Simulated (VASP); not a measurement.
# Tb3YPb (P3m1) in VASP: relaxation of cell and atoms with PBE

Aim: the relaxation of cell and atoms of Tb3YPb with PBE.

Everything below comes from runs of VASP 6.6.1. Logs are shortened: lines on timing, memory, paths and dates and some standing lists are left out, and cuts for length are marked.

### Step 1. The cell of the first run

The structure is trigonal, space group P3m1 (No. 156). Conventional cell: a = 5.317 Å, b = 5.317 Å, c = 6.644 Å, α = 90.00°, β = 90.00°, γ = 120.00°. Tb (site symmetry 3m) has 3 Y at 3.08 Å and 3 Pb at 3.43 Å and 3 Tb at 3.56 Å within 4.0 Å. Tb (site symmetry 3m) has 2 Y at 3.22 to 3.43 Å and 3 Pb at 3.42 Å and 6 Tb at 3.56 to 4.31 Å within 4.4 Å. Tb (site symmetry 3m) has 2 Pb at 3.32 Å and 3 Y at 3.47 Å and 6 Tb at 3.56 Å within 4.4 Å. Y (site symmetry 3m) has 8 Tb at 3.08 to 3.47 Å and 3 Pb at 3.51 Å within 4.0 Å. Within 4.4 Å of Pb (site symmetry 3m) lie 8 Tb at 3.32 to 3.43 Å and 3 Y at 3.51 Å.

The cell was generated, and may not be a known phase.

### Step 2. Relaxation of cell and atoms, PBE

INCAR reads:

```
  PREC = Accurate
  ENCUT = 500
  EDIFF = 1E-7
  ISMEAR = 0
  SIGMA = 0.1
  LREAL = False
  LASPH = True
  NELM = 200
  ALGO = Normal
  ISIF = 3
  LWAVE = False
  LCHARG = False
  GGA = PE
  IBRION = 2
  NSW = 100
  EDIFFG = -0.01
  GGA_COMPAT = False
  NELMIN = 4
  LMAXMIX = 6
```

KPOINTS reads:

```
regular mesh
0
Gamma
  6 6 6
```

POSCAR reads:

```
Tb3YPb
1.0
    5.3173685726      0.0000000000      0.0000000000
   -2.6586842863      4.6049762651      0.0000000000
    0.0000000000      0.0000000000      6.6435734063
Tb Y Pb
3 1 1
Direct
    0.0000000000      0.0000000000      0.9227208765
    0.3333333333      0.6666666667      0.3791026197
    0.6666666667      0.3333333333      0.6514199651
    0.3333333333      0.6666666667      0.8950378279
    0.6666666667      0.3333333333      0.1517187107
```

Potentials or basis: VASP PAW PBE potentials, release 64 (Tb_3, Y_sv, Pb_d), 4f in core.

Launch:

```
> cat potpaw_PBE.64/Tb_3/POTCAR potpaw_PBE.64/Y_sv/POTCAR potpaw_PBE.64/Pb_d/POTCAR > POTCAR
> mpirun -np 1 vasp_std > vasp.out
```

OUTCAR:

```text
PREC = Accurate
   ENCUT = 500
   EDIFF = 1E-7
   ISMEAR = 0
   LREAL = False
   LASPH = True
   NELM = 200
   ISIF = 3
   GGA = PE
   IBRION = 2
   NSW = 100
   EDIFFG = -0.01
   NELMIN = 4

 ion  position               nearest neighbor table
   1  0.000  0.000  0.923-   4 3.08   4 3.08   4 3.08   5 3.43   5 3.43   5 3.43   3 3.56   3 3.56
                             3 3.56
   2  0.333  0.667  0.379-   4 3.22   5 3.42   5 3.42   5 3.42   4 3.43   3 3.56   3 3.56   3 3.56

   3  0.667  0.333  0.651-   5 3.32   5 3.32   4 3.47   4 3.47   4 3.47   1 3.56   1 3.56   1 3.56
                             2 3.56   2 3.56   2 3.56
   4  0.333  0.667  0.895-   1 3.08   1 3.08   1 3.08   2 3.22   2 3.43   3 3.47   3 3.47   3 3.47
                             5 3.51   5 3.51   5 3.51
   5  0.667  0.333  0.152-   3 3.32   3 3.32   2 3.42   2 3.42   2 3.42   1 3.43   1 3.43   1 3.43
                             4 3.51   4 3.51   4 3.51

  LATTYP: Found a hexagonal cell.
 ALAT       =     5.3173685726
 C/A-ratio  =     1.2494099883

  Lattice vectors:

 A1 = (   5.3173685726,   0.0000000000,   0.0000000000)
 A2 = (  -2.6586842863,   4.6049762651,   0.0000000000)
 A3 = (   0.0000000000,   0.0000000000,   6.6435734063)

Analysis of symmetry for initial positions (statically):
=====================================================================
 Subroutine PRICEL returns:
 Original cell was already a primitive cell.

 Routine SETGRP: Setting up the symmetry group for a
 hexagonal supercell.

 Subroutine GETGRP returns: Found  6 space group operations
 (whereof  6 operations were pure point group operations)
 out of a pool of 24 trial point group operations.

The static configuration has the point symmetry C_3v.

Analysis of symmetry for dynamics (positions and initial velocities):
=====================================================================
 Subroutine PRICEL returns:
 Original cell was already a primitive cell.

 Routine SETGRP: Setting up the symmetry group for a
 hexagonal supercell.

 Subroutine GETGRP returns: Found  6 space group operations
 (whereof  6 operations were pure point group operations)
 out of a pool of 24 trial point group operations.

The dynamic configuration has the point symmetry C_3v.

 Subroutine INISYM returns: Found  6 space group operations
 (whereof  6 operations are pure point group operations),
 and found     1 'primitive' translations

----------------------------------------------------------------------------------------

                                     Primitive cell

  volume of cell :     162.6769

  direct lattice vectors                    reciprocal lattice vectors
     5.317368573  0.000000000  0.000000000     0.188062946  0.108578193  0.000000000
    -2.658684286  4.604976265  0.000000000     0.000000000  0.217156385  0.000000000
     0.000000000  0.000000000  6.643573406     0.000000000  0.000000000  0.150521404

  length of vectors
     5.317368573  5.317368573  6.643573406     0.217156385  0.217156385  0.150521404

  position of ions in fractional coordinates (direct lattice)
     0.000000000  0.000000000  0.922720877
     0.333333333  0.666666667  0.379102620
     0.666666667  0.333333333  0.651419965
     0.333333333  0.666666667  0.895037828
     0.666666667  0.333333333  0.151718711

  ion indices of the primitive-cell ions
   primitive index   ion index
                 1           1
                 2           2
                 3           3
                 4           4
                 5           5

----------------------------------------------------------------------------------------

 KPOINTS: regular mesh

Automatic generation of k-mesh.
 Grid dimensions read from file:
 generate k-points for:    6    6    6

 Generating k-lattice:

  Cartesian coordinates                     Fractional coordinates (reciprocal lattice)
     0.031343824  0.018096365  0.000000000     0.166666667  0.000000000  0.000000000
     0.000000000  0.036192731  0.000000000     0.000000000  0.166666667  0.000000000
     0.000000000  0.000000000  0.025086901     0.000000000  0.000000000  0.166666667

  Length of vectors
     0.036192731  0.036192731  0.025086901

  Shift w.r.t. Gamma in fractional coordinates (k-lattice)
     0.000000000  0.000000000  0.000000000

 Subroutine IBZKPT returns following result:
 ===========================================

 Found     34 irreducible k-points:

 Following reciprocal coordinates:
            Coordinates               Weight
  0.000000  0.000000  0.000000      1.000000
  0.166667  0.000000  0.000000      6.000000
  0.333333  0.000000  0.000000      6.000000
  0.500000  0.000000  0.000000      3.000000
  0.166667  0.166667  0.000000      6.000000
  0.333333  0.166667  0.000000     12.000000
[... 16 lines left out ...]
  0.500000  0.000000  0.333333      6.000000
  0.166667  0.166667  0.333333     12.000000
 [... further k-points ...]
   k-points           NKPTS =     34   k-points in BZ     NKDIM =     34   number of bands    NBANDS=     31
   number of dos      NEDOS =    301   number of ions     NIONS =      5
   total plane-waves  NPLWV =  76800
   dimension x,y,z NGX =    40 NGY =   40 NGZ =   48
   dimension x,y,z NGXF=    80 NGYF=   80 NGZF=   96
   ions per type =               3   1   1
   NGX,Y,Z   is equivalent  to a cutoff of  12.51, 12.51, 12.01 a.u.
   NGXF,Y,Z  is equivalent  to a cutoff of  25.01, 25.01, 24.02 a.u.
 SYSTEM =  unknown system
   PREC   = accura    normal or accurate (medium, high low for compatibility)
   ISTART =      0    job   : 0-new  1-cont  2-samecut
   ICHARG =      2    charge: 1-file 2-atom 10-const
   ISPIN  =      1    spin polarized calculation?
   LNONCOLLINEAR =      F non collinear calculations
   LSORBIT =      F    spin-orbit coupling
   LASPH  =      T    aspherical Exc in radial PAW
   ENCUT  =  500.0 eV  36.75 Ry    6.06 a.u.   9.69  9.69 12.11*2*pi/ulx,y,z
   NELM   =    200;   NELMIN=  4; NELMDL= -5     # of ELM steps
   EDIFF  = 0.1E-06   stopping-criterion for ELM
   LREAL  =      F    real-space projection
   EDIFFG = -.1E-01   stopping-criterion for IOM
   NSW    =    100    number of steps for IOM
   IBRION =      2    ionic relax: 0-MD 1-quasi-New 2-CG
   NFREE  =      1    steps in history (QN), initial steepest desc. (CG)
   ISIF   =      3    stress and relaxation
   ISYM   =      2    0-nonsym 1-usesym 2-fastsym
   POTIM  = 0.5000    time-step for ionic-motion
   TEBEG  =    0.0;   TEEND  =   0.0 temperature during run
   PSTRESS=    0.0 pullay stress
   NELECT =      52.0000    total number of electrons
   NUPDOWN=      -1.0000    fix difference up-down
   EMIN   =  10.00;   EMAX   =-10.00  energy-range for DOS
   EFERMI =   0.00;   METHOD = LEGACY
   ISMEAR =     0;   SIGMA  =   0.10  broadening in eV -4-tet -1-fermi 0-gaus
   EFERMI_NEDOS =   21; number of points for ismear=-14 and -15
   IALGO  =     38    algorithm
   IMIX   =      4    mixing-type and parameters
     AMIX     =   0.40;   BMIX     =  1.00
     AMIX_MAG =   1.60;   BMIX_MAG =  1.00
  volume/ion in A,a.u.               =      32.54       219.56
  Fermi-wavevector in a.u.,A,eV,Ry     =   1.119354  2.115272 17.047454  1.252953
  Thomas-Fermi vector in A             =   2.255992
   LORBIT       =      0    0 simple, 1 ext, 2 COOP (PROOUT), +10 PAW based schemes
   GGA     = PE    functional components
   LHFCALC =     F    Hartree Fock is set to
   AEXX    =    0.0000 exact exchange contribution
   IVDW    =     0    specifies the selected vdW correction
   LEPSILON=     F    determine dielectric tensor
   LRPA    =     F    only Hartree local field effects (RPA)
 conjugate gradient relaxation of ions
 non-spin polarized calculation
 Gauss-broadening in eV      SIGMA  =   0.10
  energy-cutoff  :      500.00
  volume of cell :      162.68
 maximum number of plane-waves:      4158
 NGX is ok and might be reduce to    40
   NGX = 19   NGY = 19   NGZ = 25

--------------------------------------- Ionic step        1  -------------------------------------------

 number of electron      52.0000006 magnetization

 Free energy of the ion-electron system (eV)
  ---------------------------------------------------
  ext. energy  EPLUGINS =         0.00000000
  ---------------------------------------------------
  free energy    TOTEN  =       -23.33346193 eV

  energy without entropy =      -23.30566358  energy(sigma->0) =      -23.31956276

------------------------ aborting loop because EDIFF is reached ----------------------------------------

  FORCE on cell =-STRESS in cart. coord.  units (eV):
  Direction    XX          YY          ZZ          XY          YZ          ZX
  --------------------------------------------------------------------------------------
  -------------------------------------------------------------------------------------
  Total        0.6230688      0.6230688     -0.5047411      0.0000000     -0.0000000      0.0000000
  in kB        6.1364991      6.1364991     -4.9711097      0.0000000     -0.0000000      0.0000000
  external PRESSURE =       2.4339629 kB  Pullay stress =       0.0000000 kB
[... 98 lines left out ...]
  FREE ENERGIE OF THE ION-ELECTRON SYSTEM (eV)
  ---------------------------------------------------
  free  energy   TOTEN  =       -23.3426209830 eV

  energy  without entropy=      -23.3150098269  energy(sigma->0) =      -23.32881540

[... ionic steps 4 to 10 ...]

--------------------------------------- Ionic step       11  -------------------------------------------

 number of electron      52.0000004 magnetization

------------------------ aborting loop because EDIFF is reached ----------------------------------------
[... 34 lines left out ...]
--------------------------------------- Ionic step       12  -------------------------------------------

 number of electron      52.0000004 magnetization

 E-fermi :   3.7205     XC(G=0):  -9.5909

 val. band max:        3.7009764938   @ k =   0.0000   0.1667   0.1667
 cond. band min:       3.7310216436   @ k =   0.3333   0.1667   0.5000
 fundamental gap:      0.0300451498
 Fermi energy:         3.7204726572

 k-point     1 :       0.0000    0.0000    0.0000
  band No.  band energies     occupation
      1     -38.6141      2.00000
      2     -19.6598      2.00000
      3     -19.5876      2.00000
      4     -19.5876      2.00000
      5     -19.2829      2.00000
      6     -19.2829      2.00000
[... 845 lines left out ...]
--------------------------------------- Ionic step       13  -------------------------------------------

 number of electron      52.0000004 magnetization

 Free energy of the ion-electron system (eV)
  ---------------------------------------------------
  ext. energy  EPLUGINS =         0.00000000
  ---------------------------------------------------
  free energy    TOTEN  =       -23.34476749 eV

  energy without entropy =      -23.31676036  energy(sigma->0) =      -23.33076393

 E-fermi :   3.7178     XC(G=0):  -9.5891

 val. band max:        3.6978753370   @ k =   0.0000   0.1667   0.1667
 cond. band min:       3.7281016800   @ k =   0.3333   0.1667   0.5000
 fundamental gap:      0.0302263429
 Fermi energy:         3.7177901373

 k-point     1 :       0.0000    0.0000    0.0000
  band No.  band energies     occupation
      1     -38.6190      2.00000
      2     -19.6616      2.00000
      3     -19.5899      2.00000
      4     -19.5899      2.00000
      5     -19.2861      2.00000
      6     -19.2861      2.00000
[... 839 lines left out ...]
  FREE ENERGIE OF THE ION-ELECTRON SYSTEM (eV)
  ---------------------------------------------------
  free  energy   TOTEN  =       -23.3447674947 eV

  energy  without entropy=      -23.3167603583  energy(sigma->0) =      -23.33076393

 reached required accuracy - stopping structural energy minimisation
```

Wall time 20 min (1 thread of Intel Xeon Platinum 8488C (Sapphire Rapids), shared host); peak memory 0.44 GiB.

Results:

- Free energy: -23.3448 eV
- Relaxed volume: 32.71 Å³/atom
- Relaxed cell: a = 5.361 Å, b = 5.361 Å, c = 6.571 Å, α = 90.00°, β = 90.00°, γ = 120.00°
- Space group after relaxing (to 0.1 Å): P3m1 (No. 156)
- Energy gained by relaxing: 2.3 meV/atom
- Ionic steps: 13
- Pressure after relaxing: 0.0 GPa
- Largest force after relaxing: 0.008 eV/Å
- Band gap on the k mesh: zero (bands 26 and 27 overlap by 0.69 eV)

Forces in eV/Å, atoms in the order of the input:
```
Tb   0.000  0.000  0.001
Tb   0.000  0.000 -0.007
Tb   0.000  0.000 -0.003
Y    0.000  0.000  0.002
Pb   0.000  0.000  0.008
```

Step by step:
```
step  energy change (eV)  largest force (eV/Å)  pressure (GPa)  volume (Å³)
   1              0.0000                0.1056            0.24       162.68
   2             -0.0079                0.0616           -0.04       163.84
   3             -0.0092                0.0553           -0.19       164.53
   4             -0.0100                0.0521            0.02       163.64
   5             -0.0100                0.0519            0.03       163.60
   6             -0.0103                0.0453            0.02       163.58
   7             -0.0108                0.0257            0.01       163.52
   8             -0.0108                0.0265            0.01       163.50
   9             -0.0110                0.0193           -0.01       163.60
  10             -0.0111                0.0236           -0.04       163.76
  11             -0.0112                0.0218            0.03       163.48
  12             -0.0112                0.0216            0.04       163.45
  13             -0.0113                0.0077            0.01       163.53
```

Final structure:
```
Tb Y Pb
1.0
     5.36085    0.00000    0.00000
    -2.68043    4.64263    0.00000
     0.00000    0.00000    6.57065
Tb Y Pb
3 1 1
Direct
  0.00000 0.00000 0.92949
  0.33333 0.66667 0.37582
  0.66667 0.33333 0.64855
  0.33333 0.66667 0.89568
  0.66667 0.33333 0.15046
```

Levels at points of the mesh, in eV from the Fermi level:
```tsv
k point	band 22	band 23	band 24	band 25	band 26	band 27	band 28	band 29	band 30	band 31
(0.00, 0.00, 0.00)	-1.61	-1.61	-0.72	-0.72	-0.27	0.03	0.03	1.02	1.02	1.81
(0.50, 0.00, 0.00)	-1.73	-1.47	-1.11	-0.63	-0.19	-0.05	0.52	0.59	1.17	1.29
(0.00, 0.00, 0.50)	-1.82	-1.19	-0.45	-0.45	0.32	0.32	0.32	0.87	0.99	0.99
(0.50, 0.00, 0.50)	-1.70	-1.25	-1.08	-0.39	-0.20	0.44	0.61	0.73	0.97	1.53
```

Caveat: spin-orbit coupling is left out, which moves the levels of the heavy elements; the 4f electrons are frozen in the core, so they carry no moment and show no levels. Spin polarisation is off, so any magnetic state and its effect on volume and gap are missing.

The gap in the log of VASP goes by the Fermi energy; the results here count the filled bands.